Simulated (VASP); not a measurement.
# NaH6 (Pm-3m) in VASP: further runs, part 2 of 2

VASP 6.6.1. The steps go on from the part before.

### Step 4. Relaxation of cell and atoms, PBE

This run uses another cell than the first one, of 9.76 Å³/atom.

Contents of INCAR:

```
  PREC = Accurate
  ENCUT = 500
  EDIFF = 1E-7
  ISMEAR = 0
  SIGMA = 0.1
  LREAL = F
  LASPH = T
  NELM = 120
  ALGO = Normal
  ISIF = 3
  LWAVE = F
  LCHARG = F
  GGA = PE
  IBRION = 2
  NSW = 90
  EDIFFG = -0.04
  GGA_COMPAT = F
  NELMIN = 4
```

Contents of KPOINTS:

```
regular mesh
0
Gamma
  4 4 4
```

Contents of POSCAR:

```
NaH6
1.0
    4.0881611800      0.0000000000      0.0000000000
    0.0000000000      4.0881611800      0.0000000000
    0.0000000000      0.0000000000      4.0881611800
Na H
1 6
Direct
    0.0000000000      0.0000000000      0.0000000000
    0.2070000000      0.5000000000      0.5000000000
    0.5000000000      0.2070000000      0.5000000000
    0.7930000000      0.5000000000      0.5000000000
    0.5000000000      0.7930000000      0.5000000000
    0.5000000000      0.5000000000      0.2070000000
    0.5000000000      0.5000000000      0.7930000000
```

Potentials or basis: VASP PAW PBE potentials, release 64 (Na_pv, H).

Command:

```sh
$ cat potpaw_PBE.64/Na_pv/POTCAR potpaw_PBE.64/H/POTCAR > POTCAR
$ mpirun -np 1 vasp_std > vasp.out
```

OUTCAR:

```text
PREC = Accurate
   ENCUT = 500
   EDIFF = 1E-7
   ISMEAR = 0
   LREAL = F
   LASPH = T
   NELM = 120
   ISIF = 3
   GGA = PE
   IBRION = 2
   NSW = 90
   EDIFFG = -0.04
   NELMIN = 4

 ion  position               nearest neighbor table
   1  0.000  0.000  0.000-
   2  0.207  0.500  0.500-
   3  0.500  0.207  0.500-
   4  0.793  0.500  0.500-
   5  0.500  0.793  0.500-
   6  0.500  0.500  0.207-
   7  0.500  0.500  0.793-

  LATTYP: Found a simple cubic cell.
 ALAT       =     4.0881611800

  Lattice vectors:

 A1 = (   4.0881611800,   0.0000000000,   0.0000000000)
 A2 = (   0.0000000000,   4.0881611800,   0.0000000000)
 A3 = (   0.0000000000,   0.0000000000,   4.0881611800)

Analysis of symmetry for initial positions (statically):
=====================================================================
 Subroutine PRICEL returns:
 Original cell was already a primitive cell.

 Routine SETGRP: Setting up the symmetry group for a
 simple cubic supercell.

 Subroutine GETGRP returns: Found 48 space group operations
 (whereof 48 operations were pure point group operations)
 out of a pool of 48 trial point group operations.

The static configuration has the point symmetry O_h .

Analysis of symmetry for dynamics (positions and initial velocities):
=====================================================================
 Subroutine PRICEL returns:
 Original cell was already a primitive cell.

 Routine SETGRP: Setting up the symmetry group for a
 simple cubic supercell.

 Subroutine GETGRP returns: Found 48 space group operations
 (whereof 48 operations were pure point group operations)
 out of a pool of 48 trial point group operations.

The dynamic configuration has the point symmetry O_h .

 Subroutine INISYM returns: Found 48 space group operations
 (whereof 48 operations are pure point group operations),
 and found     1 'primitive' translations

----------------------------------------------------------------------------------------

                                     Primitive cell

  volume of cell :      68.3257

  direct lattice vectors                    reciprocal lattice vectors
     4.088161180  0.000000000  0.000000000     0.244608751  0.000000000  0.000000000
     0.000000000  4.088161180  0.000000000     0.000000000  0.244608751  0.000000000
     0.000000000  0.000000000  4.088161180     0.000000000  0.000000000  0.244608751

  length of vectors
     4.088161180  4.088161180  4.088161180     0.244608751  0.244608751  0.244608751

  position of ions in fractional coordinates (direct lattice)
     0.000000000  0.000000000  0.000000000
     0.207000000  0.500000000  0.500000000
     0.500000000  0.207000000  0.500000000
     0.793000000  0.500000000  0.500000000
     0.500000000  0.793000000  0.500000000
     0.500000000  0.500000000  0.207000000
     0.500000000  0.500000000  0.793000000

  ion indices of the primitive-cell ions
   primitive index   ion index
                 1           1
                 2           2
                 3           3
                 4           4
                 5           5
                 6           6
                 7           7

----------------------------------------------------------------------------------------

 KPOINTS: regular mesh

Automatic generation of k-mesh.
 Grid dimensions read from file:
 generate k-points for:    4    4    4

 Generating k-lattice:

  Cartesian coordinates                     Fractional coordinates (reciprocal lattice)
     0.061152188  0.000000000  0.000000000     0.250000000  0.000000000  0.000000000
     0.000000000  0.061152188  0.000000000     0.000000000  0.250000000  0.000000000
     0.000000000  0.000000000  0.061152188     0.000000000  0.000000000  0.250000000

  Length of vectors
     0.061152188  0.061152188  0.061152188

  Shift w.r.t. Gamma in fractional coordinates (k-lattice)
     0.000000000  0.000000000  0.000000000

 Subroutine IBZKPT returns following result:
 ===========================================

 Found     10 irreducible k-points:

 Following reciprocal coordinates:
            Coordinates               Weight
  0.000000  0.000000  0.000000      1.000000
  0.250000  0.000000  0.000000      6.000000
  0.500000  0.000000  0.000000      3.000000
  0.250000  0.250000  0.000000     12.000000
  0.500000  0.250000  0.000000     12.000000
  0.500000  0.500000  0.000000      3.000000
  0.250000  0.250000  0.250000      8.000000
  0.500000  0.250000  0.250000     12.000000
  0.500000  0.500000  0.250000      6.000000
  0.500000  0.500000  0.500000      1.000000
   k-points           NKPTS =     10   k-points in BZ     NKDIM =     10   number of bands    NBANDS=     10
   number of dos      NEDOS =    301   number of ions     NIONS =      7
   total plane-waves  NPLWV =  27000
   dimension x,y,z NGX =    30 NGY =   30 NGZ =   30
   dimension x,y,z NGXF=    60 NGYF=   60 NGZF=   60
   ions per type =               1   6
   NGX,Y,Z   is equivalent  to a cutoff of  12.20, 12.20, 12.20 a.u.
   NGXF,Y,Z  is equivalent  to a cutoff of  24.40, 24.40, 24.40 a.u.
 SYSTEM =  unknown system
   PREC   = accura    normal or accurate (medium, high low for compatibility)
   ISTART =      0    job   : 0-new  1-cont  2-samecut
   ICHARG =      2    charge: 1-file 2-atom 10-const
   ISPIN  =      1    spin polarized calculation?
   LNONCOLLINEAR =      F non collinear calculations
   LSORBIT =      F    spin-orbit coupling
   LASPH  =      T    aspherical Exc in radial PAW
   ENCUT  =  500.0 eV  36.75 Ry    6.06 a.u.   7.45  7.45  7.45*2*pi/ulx,y,z
   NELM   =    120;   NELMIN=  4; NELMDL= -5     # of ELM steps
   EDIFF  = 0.1E-06   stopping-criterion for ELM
   LREAL  =      F    real-space projection
   EDIFFG = -.4E-01   stopping-criterion for IOM
   NSW    =     90    number of steps for IOM
   IBRION =      2    ionic relax: 0-MD 1-quasi-New 2-CG
   NFREE  =      1    steps in history (QN), initial steepest desc. (CG)
   ISIF   =      3    stress and relaxation
   ISYM   =      2    0-nonsym 1-usesym 2-fastsym
   POTIM  = 0.5000    time-step for ionic-motion
   TEBEG  =    0.0;   TEEND  =   0.0 temperature during run
   PSTRESS=    0.0 pullay stress
   NELECT =      13.0000    total number of electrons
   NUPDOWN=      -1.0000    fix difference up-down
   EMIN   =  10.00;   EMAX   =-10.00  energy-range for DOS
   EFERMI =   0.00;   METHOD = LEGACY
   ISMEAR =     0;   SIGMA  =   0.10  broadening in eV -4-tet -1-fermi 0-gaus
   EFERMI_NEDOS =   21; number of points for ismear=-14 and -15
   IALGO  =     38    algorithm
   IMIX   =      4    mixing-type and parameters
     AMIX     =   0.40;   BMIX     =  1.00
     AMIX_MAG =   1.60;   BMIX_MAG =  1.00
  volume/ion in A,a.u.               =       9.76        65.87
  Fermi-wavevector in a.u.,A,eV,Ry     =   0.941589  1.779345 12.062781  0.886589
  Thomas-Fermi vector in A             =   2.069115
   LORBIT       =      0    0 simple, 1 ext, 2 COOP (PROOUT), +10 PAW based schemes
   GGA     = PE    functional components
   LHFCALC =     F    Hartree Fock is set to
   AEXX    =    0.0000 exact exchange contribution
   IVDW    =     0    specifies the selected vdW correction
   LEPSILON=     F    determine dielectric tensor
   LRPA    =     F    only Hartree local field effects (RPA)
 conjugate gradient relaxation of ions
 non-spin polarized calculation
 Gauss-broadening in eV      SIGMA  =   0.10
  energy-cutoff  :      500.00
  volume of cell :       68.33
 maximum number of plane-waves:      1750
 NGX is ok and might be reduce to    30
   NGX = 15   NGY = 15   NGZ = 15

--------------------------------------- Ionic step        1  -------------------------------------------

 number of electron      12.9999997 magnetization

 Free energy of the ion-electron system (eV)
  ---------------------------------------------------
  ext. energy  EPLUGINS =         0.00000000
  ---------------------------------------------------
  free energy    TOTEN  =       -15.75583092 eV

  energy without entropy =      -15.74722350  energy(sigma->0) =      -15.75152721

 E-fermi :  -0.1650     XC(G=0):  -7.4476

 val. band max:       -0.2531987697   @ k =   0.0000   0.0000   0.0000
 cond. band min:      -0.1032136027   @ k =   0.2500   0.0000   0.0000
 fundamental gap:      0.1499851670
 Fermi energy:        -0.1649691007
[... 648 lines left out ...]
 k-point    10 :       0.5000    0.5000    0.5000
  band No.  band energies     occupation
      1     -21.6681      2.00000
      2     -21.6681      2.00000
      3     -21.6681      2.00000
      4      -4.2389      2.00000
      5      -4.2389      2.00000
      6      -4.2389      2.00000
      7      -0.4264      2.00000
      8       6.9781      0.00000
      9       6.9781      0.00000
     10       6.9781      0.00000

[... ionic steps 4 to 21 ...]

--------------------------------------- Ionic step       22  -------------------------------------------

 number of electron      13.0000014 magnetization

------------------------ aborting loop because EDIFF is reached ----------------------------------------
[... 77 lines left out ...]
--------------------------------------- Ionic step       24  -------------------------------------------

 number of electron      13.0000005 magnetization

 Free energy of the ion-electron system (eV)
  ---------------------------------------------------
  ext. energy  EPLUGINS =         0.00000000
  ---------------------------------------------------
  free energy    TOTEN  =       -20.24994669 eV

  energy without entropy =      -20.24242032  energy(sigma->0) =      -20.24618351

 E-fermi :   2.6784     XC(G=0):  -7.8270

 val. band max:        2.2089722711   @ k =   0.5000   0.5000   0.0000
 cond. band min:       2.7626560116   @ k =   0.2500   0.2500   0.0000
 fundamental gap:      0.5536837405
 Fermi energy:         2.6784130037
[... 162 lines left out ...]
  FREE ENERGIE OF THE ION-ELECTRON SYSTEM (eV)
  ---------------------------------------------------
  free  energy   TOTEN  =       -20.2499466922 eV

  energy  without entropy=      -20.2424203202  energy(sigma->0) =      -20.24618351

 reached required accuracy - stopping structural energy minimisation
```

Run time: 3.6 min. Hardware: 1 thread of Intel Xeon 8259CL, shared host; peak memory 0.17 GiB.

What came out:

- Free energy: -20.2499 eV
- Relaxed volume: 8.03 Å³/atom
- Relaxed cell: a = 3.831 Å, b = 3.831 Å, c = 3.831 Å, α = 90.00°, β = 90.00°, γ = 90.00°
- Space group after relaxing (to 0.1 Å): Pm-3m (No. 221)
- Pressure after relaxing: 0.0 GPa
- Largest force after relaxing: 0.008 eV/Å
- Band gap on the k mesh: zero (an odd number of electrons rules out a gap without spin polarisation)

Forces in eV/Å, atoms in the order of the input:
```
Na   0.000  0.000  0.000
H   -0.008  0.000  0.000
H    0.000 -0.008  0.000
H    0.008  0.000  0.000
H    0.000  0.008  0.000
H    0.000  0.000 -0.008
H    0.000  0.000  0.008
```

Final structure:
```cif
data_structure
_symmetry_space_group_name_H-M 'P 1'
_symmetry_Int_Tables_number 1
_cell_length_a 3.8308
_cell_length_b 3.8308
_cell_length_c 3.8308
_cell_angle_alpha 90.000
_cell_angle_beta 90.000
_cell_angle_gamma 90.000
_cell_volume 56.22
loop_
_atom_site_label
_atom_site_type_symbol
_atom_site_fract_x
_atom_site_fract_y
_atom_site_fract_z
_atom_site_occupancy
Na1 Na 0.00000 0.00000 0.00000 1
H1 H 0.10984 0.50000 0.50000 1
H2 H 0.50000 0.10984 0.50000 1
H3 H 0.89016 0.50000 0.50000 1
H4 H 0.50000 0.89016 0.50000 1
H5 H 0.50000 0.50000 0.10984 1
H6 H 0.50000 0.50000 0.89016 1
```

Caveat: the k points lie up to 0.41 Å⁻¹ apart in the final cell, too coarse for converged energies and pressures of a metal; the volume moved by over 15 % at a fixed basis, so the end points are rough.

### Step 5. Relaxation of cell and atoms, PBE

Contents of INCAR:

```
SYSTEM = NaH6
PREC     = Accurate       ! precision mode
ENCUT    = 970            ! plane-wave cutoff, eV
EDIFF    = 1E-7           ! SCF threshold, eV
ISMEAR   = 0              ! smearing method
SIGMA    = 0.1            ! smearing width, eV
LREAL    = .False.        ! projectors in reciprocal space
LASPH    = .True.         ! aspherical terms in the spheres
NELM     = 120            ! most SCF steps
ALGO     = Normal         ! electronic algorithm
ISIF     = 3              ! what is computed and relaxed
LWAVE    = .False.        ! write WAVECAR
LCHARG   = .False.        ! write CHGCAR
GGA      = PE             ! functional
IBRION   = 2              ! ionic algorithm
NSW      = 100            ! ionic steps
EDIFFG   = -0.01          ! ionic threshold
GGA_COMPAT= .False.      
NELMIN   = 4
```

Contents of KPOINTS:

```
Automatic mesh
0
Gamma
  10 10 10
  0 0 0
```

Contents of POSCAR:

```
NaH6
1.0
    3.8345357177      0.0000000000      0.0000000000
    0.0000000000      3.8345357177      0.0000000000
    0.0000000000      0.0000000000      3.8345357177
Na H
1 6
Direct
    0.0000000000      0.0000000000      0.0000000000
    0.1097853453      0.5000000000      0.5000000000
    0.5000000000      0.1097853453      0.5000000000
    0.8902146547      0.5000000000      0.5000000000
    0.5000000000      0.8902146547      0.5000000000
    0.5000000000      0.5000000000      0.1097853453
    0.5000000000      0.5000000000      0.8902146547
```

Potentials or basis: VASP PAW PBE potentials, release 64 (Na_sv, H).

Command:

```sh
$ cat potpaw_PBE.64/Na_sv/POTCAR potpaw_PBE.64/H/POTCAR > POTCAR
$ mpirun -np 1 vasp_std > vasp.out
```

It took 4.5 min on 1 thread of Intel Xeon 6975P-C (Granite Rapids), shared host; peak memory 0.27 GiB.

It converged, with:

| Item | Value |
| --- | --- |
| Free energy | -20.1653 eV |
| Relaxed volume | 9.11 Å³/atom |
| Relaxed cell | a = 3.995 Å, b = 3.995 Å, c = 3.995 Å, α = 90.00°, β = 90.00°, γ = 90.00° |
| Space group after relaxing (to 0.1 Å) | Pm-3m (No. 221) |
| Energy gained by relaxing | 2.8 meV/atom |
| Ionic steps | 9 |
| Pressure after relaxing | -0.1 GPa |
| Largest force after relaxing | 0.003 eV/Å |
| Band gap on the k mesh | zero (an odd number of electrons rules out a gap without spin polarisation) |

Forces on the atoms (eV/Å):
```
Na   0.000  0.000  0.000
H    0.003  0.000  0.000
H    0.000  0.003  0.000
H   -0.003  0.000  0.000
H    0.000 -0.003  0.000
H    0.000  0.000  0.003
H    0.000  0.000 -0.003
```

Step by step:
| step | energy change (eV) | largest force (eV/Å) | pressure (GPa) | volume (Å³) |
| --- | --- | --- | --- | --- |
| 1 | 0.0000 | 0.2303 | 0.07 | 56.38 |
| 2 | -0.0038 | 0.1312 | 1.23 | 56.41 |
| 3 | -0.0052 | 0.0021 | 0.82 | 56.40 |
| 4 | -0.0068 | 0.0030 | 0.76 | 56.72 |
| 5 | -0.0108 | 0.0063 | 0.62 | 57.68 |
| 6 | -0.0164 | 0.0175 | 0.37 | 59.63 |
| 7 | -0.0191 | 0.0583 | 0.10 | 63.68 |
| 8 | -0.0014 | 0.4379 | -1.36 | 64.74 |
| 9 | -0.0193 | 0.0032 | -0.06 | 63.78 |

Final structure:
```xyz
7
Lattice="3.9954 0.0000 0.0000 0.0000 3.9954 0.0000 0.0000 0.0000 3.9954" Properties=species:S:1:pos:R:3 pbc="T T T"
Na    0.0000    0.0000    0.0000
H     0.4078    1.9977    1.9977
H     1.9977    0.4078    1.9977
H     3.5877    1.9977    1.9977
H     1.9977    3.5877    1.9977
H     1.9977    1.9977    0.4078
H     1.9977    1.9977    3.5877
```

Levels at points of the mesh, in eV from the Fermi level:
```csv
k point,band 3,band 4,band 5,band 6,band 7,band 8,band 9,band 10,band 11
"(0.00, 0.00, 0.00)",-26.97,-26.97,-11.58,-7.69,-7.69,1.62,1.62,1.62,2.42
"(0.50, 0.00, 0.00)",-26.96,-26.96,-10.49,-9.31,-7.57,0.97,2.71,2.71,3.39
"(0.50, 0.50, 0.00)",-26.97,-26.96,-9.26,-9.03,-9.03,-0.39,0.68,3.47,3.47
"(0.50, 0.50, 0.50)",-26.97,-26.97,-8.85,-8.85,-8.85,-2.19,1.02,1.02,1.02
```

### Step 6. Summary

| task | potentials or basis | cell | k mesh | cutoff (eV) | mended | gap on the mesh (eV) | pressure (GPa) | relaxed volume (Å³/atom) | largest force (eV/Å) |
| --- | --- | --- | --- | --- | --- | --- | --- | --- | --- |
| single point | VASP PAW PBE potentials, release 64 (Na_pv, H) | a = 3.835 Å, 7 atoms, atomic positions A | 4 × 4 × 4 | 500 | - | none | -0.2 | - | 0.01 |
| single point | VASP PAW PBE potentials, release 64 (Na_pv, H) | a = 4.088 Å, 7 atoms, atomic positions B | 4 × 4 × 4 | 500 | - | none | -11.3 | - | 1.00 |
| relaxation of cell and atoms | VASP PAW PBE potentials, release 64 (Na_pv, H) | relaxed from a = 4.088 Å, 7 atoms, atomic positions B | 4 × 4 × 4 | 500 | - | none | 0.0 | 8.03 | 0.01 |
| relaxation of cell and atoms | VASP PAW PBE potentials, release 64 (Na_sv, H) | relaxed from a = 3.835 Å, 7 atoms, atomic positions A | 10 × 10 × 10 | 970 | yes | none | -0.1 | 9.11 | - |

Alike in all rows: level PBE; no spin polarisation; smearing gaussian 0.1 eV.

Caveats: some runs use coarse meshes; the volume moved by over 15 % at a fixed basis, so the end points are rough (at least some runs).

Total energies depend on the potentials used, so only differences within one code and one set of settings carry meaning.
